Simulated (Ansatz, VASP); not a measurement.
## One calculation of Zn, two programs

```xyz
1
Lattice="2.7276 0.0000 0.0000 0.0000 2.7276 0.0000 0.0000 0.0000 2.7276" Properties=species:S:1:pos:R:3 pbc="T T T"
Zn    0.0000    0.0000    0.0000
```

Alike in both runs: task single point; functional BLYP; k mesh 13 × 13 × 13; occupations fermi-dirac, width 0.1 eV; no spin polarisation.

|  | VASP | Ansatz |
| --- | --- | --- |
| version | VASP 6.6.1 | Ansatz 0.2.0 |
| potentials or method | VASP PAW PBE potentials, release 64 (Zn), cutoff 520 eV | plane waves (420 eV) with PAW, scalar-relativistic |
| valence electrons in the cell | 12 | 12 |

```tsv
	VASP	Ansatz	Ansatz less VASP
pressure (GPa)	0.1	0.0	-0.15
```

VASP's potentials were made for PBE, not for BLYP.
